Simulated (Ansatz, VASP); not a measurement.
One calculation of BN, two programs

```
B N
1.0
     0.00000    1.78994    1.78994
     1.78994    0.00000    1.78994
     1.78994    1.78994    0.00000
B N
1 1
Direct
  0.00000 0.00000 0.00000
  0.25000 0.25000 0.25000
```

Alike in both runs: functional LDA; k mesh 10 × 10 × 10; occupations gaussian, width 0.1 eV; no spin polarisation.

Ansatz relaxed the structure, and its values are those at the end. VASP's run is a single point on that final structure, the one shown.

|  | VASP | Ansatz |
| --- | --- | --- |
| version | VASP 6.6.1 | Ansatz 0.2.0 |
| potentials or method | VASP PAW LDA potentials, release 64 (B, N), cutoff 600 eV | scalar-relativistic, plane waves, PAW |
| valence electrons in the cell | 8 | 8 |

|  | VASP | Ansatz | Ansatz less VASP |
| --- | --- | --- | --- |
| gap on the k mesh at the Fermi level (eV) | 4.38 | 4.39 | +0.011 |
| least direct gap on the mesh (eV) | 8.82 | 8.83 | +0.006 |
| pressure (GPa) | 1.0 | 0.0 | -1.01 |

Ansatz warns that its potentials were made for another functional, while VASP's fit it. LDA's correlation is that of Perdew and Zunger in VASP and of Perdew and Wang (1992) in Ansatz.
